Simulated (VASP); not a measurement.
Here is a VASP 6.6.1 calculation.

Contents of INCAR:

```
  ALGO = Normal
  EDIFF = 1E-7
  EDIFFG = -0.02
  ENCUT = 600
  GGA = RP
  IBRION = 2
  ISIF = 3
  ISMEAR = 0
  LASPH = True
  LCHARG = False
  LREAL = False
  LWAVE = False
  NELM = 80
  NSW = 80
  PREC = Accurate
  SIGMA = 0.01
```

KPOINTS

```
k-points
0
Gamma
  6 6 4
```

The input POSCAR:

```
SiC
1.0
    3.0760000000      0.0000000000      0.0000000000
   -1.5380000000      2.6638940000      0.0000000000
    0.0000000000      0.0000000000      5.0480000000
Si C
2 2
Direct
    0.3333333333      0.6666666667      0.0000000000
    0.6666666667      0.3333333333      0.5000000000
    0.3333333333      0.6666666667      0.3850000000
    0.6666666667      0.3333333333      0.8850000000
```

Potentials or basis: VASP PAW PBE potentials, release 64 (Si, C).

The run is started by

```bash
$ cat potpaw_PBE.64/Si/POTCAR potpaw_PBE.64/C/POTCAR > POTCAR
$ mpirun -np 1 vasp_std > vasp.out
```

Problem. What does it give for the space group after relaxing (to 0.1 Å)?

Solution. P6_3mc (No. 186).

Problem. Estimate the band gap on the k mesh.

Solution. 2.37 eV (least direct gap 3.95 eV).

Problem. What does it give for the relaxed cell?

Solution. a = 3.106 Å, b = 3.106 Å, c = 5.094 Å, α = 90.00°, β = 90.00°, γ = 120.00°.

Final structure:
```cif
data_structure
_symmetry_space_group_name_H-M 'P 1'
_symmetry_Int_Tables_number 1
_cell_length_a 3.1059
_cell_length_b 3.1059
_cell_length_c 5.0943
_cell_angle_alpha 90.000
_cell_angle_beta 90.000
_cell_angle_gamma 120.000
_cell_volume 42.56
loop_
_atom_site_label
_atom_site_type_symbol
_atom_site_fract_x
_atom_site_fract_y
_atom_site_fract_z
_atom_site_occupancy
Si1 Si 0.33333 0.66667 0.00452 1
Si2 Si 0.66667 0.33333 0.50452 1
C1 C 0.33333 0.66667 0.38048 1
C2 C 0.66667 0.33333 0.88048 1
```

 Zero-point motion and thermal expansion aren't in these numbers.
